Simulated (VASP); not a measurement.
# Mg3CdSe2O2 (P-4m2) in VASP: a series of runs, part 2 of 2

VASP 6.6.1. The steps go on from the part before.

## (3) Single point, PBE (volume scaled by 1.03, then relaxed in part)

INCAR reads:

```
SYSTEM = Mg3CdSe2O2
ALGO = Normal ; EDIFF = 1E-6
ENCUT = 520 ; GGA = PE
ISIF = 2 ; ISMEAR = 0
LASPH = .TRUE. ; LCHARG = .FALSE.
LREAL = .FALSE. ; LWAVE = .FALSE.
NBANDS = 31 ; NELM = 100
PREC = Accurate ; SIGMA = 0.02
```

KPOINTS reads:

```
k-points
0
G
  8 8 4
  0 0 0
```

POSCAR reads:

```
Mg3CdSe2O2
1.0
    3.9220596721      0.0000000000      0.0000000000
    0.0000000000      3.9220596721      0.0000000000
    0.0000000000      0.0000000000      9.9427081416
Mg Cd Se O
3 1 2 2
Direct
    0.0000000000      0.0000000000      0.0000000000
    0.5000000000      0.5000000000      0.8467979616
    0.5000000000      0.5000000000      0.1532020384
    0.0000000000      0.0000000000      0.5000000000
    0.5000000000      0.0000000000      0.6794288223
    0.0000000000      0.5000000000      0.3205711777
    0.5000000000      0.0000000000      0.0625840512
    0.0000000000      0.5000000000      0.9374159488
```

Potentials or basis: VASP PAW PBE potentials, release 64 (Mg, Cd, Se, O).

The run is started by

```
$ cat potpaw_PBE.64/Mg/POTCAR potpaw_PBE.64/Cd/POTCAR potpaw_PBE.64/Se/POTCAR potpaw_PBE.64/O/POTCAR > POTCAR
$ mpirun -np 1 vasp_std > vasp.out
```

OUTCAR:

```text
SYSTEM = Mg3CdSe2O2
   EDIFF = 1E-6
   ENCUT = 520
   GGA = PE
   ISIF = 2
   ISMEAR = 0
   LASPH = .TRUE.
   LREAL = .FALSE.
   NELM = 100
   PREC = Accurate

 ion  position               nearest neighbor table
   1  0.000  0.000  0.000-   7 2.06   8 2.06   8 2.06   7 2.06   2 3.16   3 3.16   2 3.16   2 3.16
                             3 3.16   3 3.16   2 3.16   3 3.16
   2  0.500  0.500  0.847-   8 2.16   8 2.16   5 2.57   5 2.57   3 3.05   1 3.16   1 3.16   1 3.16
                             1 3.16
   3  0.500  0.500  0.153-   7 2.16   7 2.16   6 2.57   6 2.57   2 3.05   1 3.16   1 3.16   1 3.16
[... 1035 lines left out ...]
  Total       -1.9639625     -1.9639625     -1.8399470      0.0000000      0.0000000      0.0000000
  in kB      -20.5736192    -20.5736192    -19.2744860      0.0000000      0.0000000      0.0000000
  external PRESSURE =     -20.1405748 kB  Pullay stress =       0.0000000 kB

 VOLUME and BASIS-vectors are now :
 -----------------------------------------------------------------------------
  energy-cutoff  :      520.00
  volume of cell :      152.94
      direct lattice vectors                 reciprocal lattice vectors
     3.922059672  0.000000000  0.000000000     0.254968074  0.000000000  0.000000000
     0.000000000  3.922059672  0.000000000     0.000000000  0.254968074  0.000000000
     0.000000000  0.000000000  9.942708142     0.000000000  0.000000000  0.100576220

 POSITION                                       TOTAL-FORCE (eV/Angst)
 -----------------------------------------------------------------------------------
      0.00000      0.00000      0.00000         0.000000     -0.000000      0.000000
      1.96103      1.96103      8.41946         0.000000      0.000000      0.009298
      1.96103      1.96103      1.52324         0.000000      0.000000     -0.009298
      0.00000      0.00000      4.97135         0.000000      0.000000      0.000000
      1.96103      0.00000      6.75536         0.000000      0.000000      0.046387
      0.00000      1.96103      3.18735         0.000000      0.000000     -0.046387
      1.96103      0.00000      0.62225        -0.000000     -0.000000      0.002814
      0.00000      1.96103      9.32045         0.000000      0.000000     -0.002814
 -----------------------------------------------------------------------------------
    total drift:                                0.000000      0.000000     -0.000000

  FREE ENERGIE OF THE ION-ELECTRON SYSTEM (eV)
  ---------------------------------------------------
  free  energy   TOTEN  =       -35.2438556669 eV

  energy  without entropy=      -35.2438556669  energy(sigma->0) =      -35.24385567
```

OSZICAR:

```text
N       E                     dE             d eps       ncg     rms          rms(c)
DAV:   1     0.246024977856E+03    0.24602E+03   -0.18919E+04  2798   0.118E+03
DAV:   2    -0.185150262227E+02   -0.26454E+03   -0.25400E+03  3357   0.261E+02
DAV:   3    -0.403056604068E+02   -0.21791E+02   -0.21663E+02  3474   0.762E+01
DAV:   4    -0.405324117775E+02   -0.22675E+00   -0.22665E+00  3084   0.840E+00
DAV:   5    -0.405342969816E+02   -0.18852E-02   -0.18851E-02  3475   0.744E-01    0.133E+01
DAV:   6    -0.353976609094E+02    0.51366E+01   -0.19118E+01  3533   0.339E+01    0.703E+00
DAV:   7    -0.353097743478E+02    0.87887E-01   -0.15342E+00  2993   0.720E+00    0.445E+00
DAV:   8    -0.352602437900E+02    0.49531E-01   -0.51843E-01  3246   0.434E+00    0.101E+00
DAV:   9    -0.352419204293E+02    0.18323E-01   -0.11071E-01  3641   0.195E+00    0.350E-01
DAV:  10    -0.352434145626E+02   -0.14941E-02   -0.17536E-02  3015   0.647E-01    0.117E-01
DAV:  11    -0.352435836056E+02   -0.16904E-03   -0.67487E-04  3349   0.165E-01    0.652E-02
DAV:  12    -0.352438145439E+02   -0.23094E-03   -0.26092E-04  3101   0.803E-02    0.263E-02
DAV:  13    -0.352438532518E+02   -0.38708E-04   -0.57289E-05  3310   0.352E-02    0.626E-03
DAV:  14    -0.352438557417E+02   -0.24900E-05   -0.70483E-06  3045   0.133E-02    0.311E-03
DAV:  15    -0.352438556669E+02    0.74876E-07   -0.69366E-07  2372   0.485E-03
   1 F= -.35243856E+02 E0= -.35243856E+02  d E =-.495123E-29
```

stdout:

```text
POSCAR found type information on POSCAR MgCdSeO
 POSCAR found :  4 types and       8 ions
 scaLAPACK will be used
 LDA part: xc-table for (Slater+PW92), standard interpolation
 POSCAR, INCAR and KPOINTS ok, starting setup
 FFT: planning ... GRIDC
 FFT: planning ... GRID_SOFT
 FFT: planning ... GRID
 WAVECAR not read
 entering main loop
```

Run time: 2.5 min. Hardware: 1 thread of Intel Xeon 6975P-C (Granite Rapids), shared host; peak memory 0.4 GiB.

Results:

```yaml
Free_energy: -35.2439 eV
Pressure: -2.0 GPa
Largest_force: 0.046 eV/Å
Band_gap_on_the_k_mesh: 0.98 eV, indirect (least direct gap 1.04 eV)
```

Forces on the atoms (eV/Å):
```
Mg   0.000  0.000  0.000
Mg   0.000  0.000  0.009
Mg   0.000  0.000 -0.009
Cd   0.000  0.000  0.000
Se   0.000  0.000  0.046
Se   0.000  0.000 -0.046
O    0.000  0.000  0.003
O    0.000  0.000 -0.003
```

Caveat: the cell differs from its parent crystal (volume scaled by 1.03, then relaxed in part). A k mesh can miss the band edges.

## (4) Relaxation of shape and atoms at fixed volume, PBE (volume scaled by 0.91)

INCAR reads:

```
SYSTEM = Mg3CdSe2O2
ALGO = Normal ; EDIFF = 1E-6
EDIFFG = -0.01 ; ENCUT = 600
GGA = PE ; IBRION = 2
ISIF = 4 ; ISMEAR = 0
LASPH = .TRUE. ; LCHARG = .FALSE.
LREAL = .FALSE. ; LWAVE = .FALSE.
NELM = 80 ; NSW = 50
PREC = Accurate ; SIGMA = 0.02
```

KPOINTS is that of step 3.

POSCAR reads:

```
Mg3CdSe2O2
1.0
    3.7820249134      0.0000000000      0.0000000000
    0.0000000000      3.7820249134      0.0000000000
    0.0000000000      0.0000000000      9.4468818143
Mg Cd Se O
3 1 2 2
Direct
    0.0000000000      0.0000000000      0.0000000000
    0.5000000000      0.5000000000      0.8489166929
    0.5000000000      0.5000000000      0.1510833071
    0.0000000000      0.0000000000      0.5000000000
    0.5000000000      0.0000000000      0.6809556893
    0.0000000000      0.5000000000      0.3190443107
    0.5000000000      0.0000000000      0.0616748892
    0.0000000000      0.5000000000      0.9383251108
```

Potentials or basis: VASP PAW PBE potentials, release 64 (Mg, Cd, Se, O).

The run is started by

```
$ cat potpaw_PBE.64/Mg/POTCAR potpaw_PBE.64/Cd/POTCAR potpaw_PBE.64/Se/POTCAR potpaw_PBE.64/O/POTCAR > POTCAR
$ mpirun -np 1 vasp_std > vasp.out
```

OUTCAR:

```text
SYSTEM = Mg3CdSe2O2
   EDIFF = 1E-6
   EDIFFG = -0.01
   ENCUT = 600
   GGA = PE
   IBRION = 2
   ISIF = 4
   ISMEAR = 0
   LASPH = .TRUE.
   LREAL = .FALSE.
   NELM = 80
   NSW = 50
   PREC = Accurate

 ion  position               nearest neighbor table
   1  0.000  0.000  0.000-   7 1.98   8 1.98   8 1.98   7 1.98   2 3.03   3 3.03   2 3.03   2 3.03
                             3 3.03   3 3.03   2 3.03   3 3.03
   2  0.500  0.500  0.849-   8 2.07   8 2.07   5 2.47   5 2.47   7 2.76   7 2.76   3 2.85   1 3.03
                             1 3.03   1 3.03   1 3.03
   3  0.500  0.500  0.151-   7 2.07   7 2.07   6 2.47   6 2.47   8 2.76   8 2.76   2 2.85   1 3.03
                             1 3.03   1 3.03   1 3.03
   4  0.000  0.000  0.500-   5 2.55   6 2.55   6 2.55   5 2.55
   5  0.500  0.000  0.681-   2 2.47   2 2.47   4 2.55   4 2.55
   6  0.000  0.500  0.319-   3 2.47   3 2.47   4 2.55   4 2.55
   7  0.500  0.000  0.062-   1 1.98   1 1.98   3 2.07   3 2.07   2 2.76   2 2.76
   8  0.000  0.500  0.938-   1 1.98   1 1.98   2 2.07   2 2.07   3 2.76   3 2.76

  LATTYP: Found a simple tetragonal cell.
 ALAT       =     3.7820249134
 C/A-ratio  =     2.4978370134

  Lattice vectors:

 A1 = (   3.7820249134,   0.0000000000,   0.0000000000)
 A2 = (   0.0000000000,   3.7820249134,   0.0000000000)
 A3 = (   0.0000000000,   0.0000000000,   9.4468818143)

Analysis of symmetry for initial positions (statically):
=====================================================================
 Subroutine PRICEL returns:
 Original cell was already a primitive cell.

 Routine SETGRP: Setting up the symmetry group for a
 simple tetragonal supercell.

 Subroutine GETGRP returns: Found  8 space group operations
 (whereof  8 operations were pure point group operations)
 out of a pool of 16 trial point group operations.

The static configuration has the point symmetry D_2d.

Analysis of symmetry for dynamics (positions and initial velocities):
=====================================================================
 Subroutine PRICEL returns:
 Original cell was already a primitive cell.
[... 143 lines left out ...]
  Thomas-Fermi vector in A             =   2.245484
   LORBIT       =      0    0 simple, 1 ext, 2 COOP (PROOUT), +10 PAW based schemes
   GGA     = PE    functional components
   LHFCALC =     F    Hartree Fock is set to
   AEXX    =    0.0000 exact exchange contribution
   IVDW    =     0    specifies the selected vdW correction
   LEPSILON=     F    determine dielectric tensor
   LRPA    =     F    only Hartree local field effects (RPA)
 conjugate gradient relaxation of ions
 non-spin polarized calculation
 Gauss-broadening in eV      SIGMA  =   0.02
  energy-cutoff  :      600.00
  volume of cell :      135.13
 maximum number of plane-waves:      4557
   NGX = 15   NGY = 15   NGZ = 37

--------------------------------------- Ionic step        1  -------------------------------------------

 number of electron      42.0000002 magnetization

 Free energy of the ion-electron system (eV)
  ---------------------------------------------------
  ext. energy  EPLUGINS =         0.00000000
  ---------------------------------------------------
  free energy    TOTEN  =       -34.96421095 eV

  energy without entropy =      -34.96421095  energy(sigma->0) =      -34.96421095

------------------------ aborting loop because EDIFF is reached ----------------------------------------

  FORCE on cell =-STRESS in cart. coord.  units (eV):
  Direction    XX          YY          ZZ          XY          YZ          ZX
  --------------------------------------------------------------------------------------
  -------------------------------------------------------------------------------------
  Total        6.9278028      6.9278028      6.6593280      0.0000000      0.0000000      0.0000000
  in kB       82.1426757     82.1426757     78.9593809      0.0000000      0.0000000      0.0000000
  external PRESSURE =      81.0815775 kB  Pullay stress =       0.0000000 kB
[... 239 lines left out ...]
--------------------------------------- Ionic step        7  -------------------------------------------

 number of electron      42.0000001 magnetization

 Free energy of the ion-electron system (eV)
  ---------------------------------------------------
  ext. energy  EPLUGINS =         0.00000000
  ---------------------------------------------------
  free energy    TOTEN  =       -34.96617215 eV

  energy without entropy =      -34.96617215  energy(sigma->0) =      -34.96617215

 E-fermi :   2.8919     XC(G=0):  -9.6416

 val. band max:        2.7643395811   @ k =   0.3750   0.0000   0.5000
 cond. band min:       4.2791044822   @ k =   0.0000   0.0000   0.0000
 fundamental gap:      1.5147649011
 Fermi energy:         2.8918822886

 k-point     1 :       0.0000    0.0000    0.0000
  band No.  band energies     occupation
      1     -15.4350      2.00000
      2     -14.4636      2.00000
      3      -9.9363      2.00000
      4      -9.6643      2.00000
      5      -5.2401      2.00000
      6      -5.1963      2.00000
[... 685 lines left out ...]
     25       8.3545      0.00000
     26       9.1724      0.00000

 [... further k-points ...]
[... 5 lines left out ...]
  --------------------------------------------------------------------------------------
  -------------------------------------------------------------------------------------
  Total        6.7402947      6.7402947      6.7586783      0.0000000      0.0000000      0.0000000
  in kB       79.9194004     79.9194004     80.1373735      0.0000000      0.0000000      0.0000000
  external PRESSURE =      79.9920581 kB  Pullay stress =       0.0000000 kB
[... 23 lines left out ...]
  FREE ENERGIE OF THE ION-ELECTRON SYSTEM (eV)
  ---------------------------------------------------
  free  energy   TOTEN  =       -34.9661721498 eV

  energy  without entropy=      -34.9661721498  energy(sigma->0) =      -34.96617215

 reached required accuracy - stopping structural energy minimisation
```

CONTCAR:

```text
Mg3CdSe2O2
   1.00000000000000
     3.7886639310198849    0.0000000000000000   -0.0000000000000000
     0.0000000000000000    3.7886639310198849    0.0000000000000000
     0.0000000000000000    0.0000000000000000    9.4138025734929407
  Mg              Cd              Se              O
     3     1     2     2
Direct
     1.0000000000000000    0.0000000000000000    0.0000000000000000
     0.5000000000000000    0.5000000000000000    0.8500395541600814
     0.5000000000000000    0.5000000000000000    0.1499604458399188
     1.0000000000000000    0.0000000000000000    0.5000000000000000
     0.5000000000000000    0.0000000000000000    0.6821478563394788
     0.0000000000000000    0.5000000000000000    0.3178521436605213
     0.5000000000000000    0.0000000000000000    0.0608674782597212
     0.0000000000000000    0.5000000000000000    0.9391325217402788

  0.00000000E+00  0.00000000E+00  0.00000000E+00
  0.00000000E+00  0.00000000E+00  0.00000000E+00
  0.00000000E+00  0.00000000E+00  0.00000000E+00
  0.00000000E+00  0.00000000E+00  0.00000000E+00
  0.00000000E+00  0.00000000E+00  0.00000000E+00
  0.00000000E+00  0.00000000E+00  0.00000000E+00
  0.00000000E+00  0.00000000E+00  0.00000000E+00
  0.00000000E+00  0.00000000E+00  0.00000000E+00
```

It took 14 min on 1 thread of AMD EPYC 9755, shared host; peak memory 0.38 GiB.

Results:

| Quantity | Value |
| --- | --- |
| Free energy | -34.9662 eV |
| Energy gained by relaxing | 0.2 meV/atom |
| Ionic steps | 7 |
| Pressure after relaxing | 8.0 GPa |
| Band gap on the k mesh | 1.51 eV, indirect (least direct gap 1.59 eV) |

Forces on the atoms (eV/Å):
```
Mg   0.000  0.000  0.000
Mg   0.000  0.000  0.003
Mg   0.000  0.000 -0.003
Cd   0.000  0.000  0.000
Se   0.000  0.000  0.000
Se   0.000  0.000  0.000
O    0.000  0.000  0.000
O    0.000  0.000  0.000
```

The path:
```tsv
step	energy change (eV)	largest force (eV/Å)	pressure (GPa)	volume (Å³)
1	0.0000	0.0937	8.11	135.13
2	-0.0011	0.0449	8.07	135.13
3	-0.0016	0.0296	8.02	135.13
4	-0.0017	0.0295	8.01	135.13
5	-0.0018	0.0299	8.00	135.13
6	-0.0019	0.0138	8.00	135.13
7	-0.0020	0.0027	8.00	135.13
```

Final structure:
```
CELL_PARAMETERS angstrom
3.78866 0.00000 0.00000
0.00000 3.78866 0.00000
0.00000 0.00000 9.41380
ATOMIC_POSITIONS crystal
Mg 0.00000 0.00000 0.00000
Mg 0.50000 0.50000 0.85004
Mg 0.50000 0.50000 0.14996
Cd 0.00000 0.00000 0.50000
Se 0.50000 0.00000 0.68215
Se 0.00000 0.50000 0.31785
O 0.50000 0.00000 0.06087
O 0.00000 0.50000 0.93913
```

Caveat: the cell differs from its parent crystal (volume scaled by 0.91). A k mesh can miss the band edges.

## (5) Overview

```tsv
task	cell	cutoff (eV)	gap on the mesh (eV)	pressure (GPa)	largest force (eV/Å)
single point	a = 3.890, b = 3.890, c = 9.814 Å, 8 atoms	520	1.09	-0.1	0.05
single point	a = 3.922, b = 3.922, c = 9.943 Å, 8 atoms	520	0.98	-2.0	0.05
relaxation of shape and atoms at fixed volume	relaxed from a = 3.782, b = 3.782, c = 9.447 Å, 8 atoms	600	1.51	8.0	-
```

Alike in all rows: level PBE; potentials or basis VASP PAW PBE potentials, release 64 (Mg, Cd, Se, O); no spin polarisation; k mesh 8 × 8 × 4; smearing gaussian 0.02 eV.

Total energies depend on the potentials used, so only differences within one code and one set of settings carry meaning.
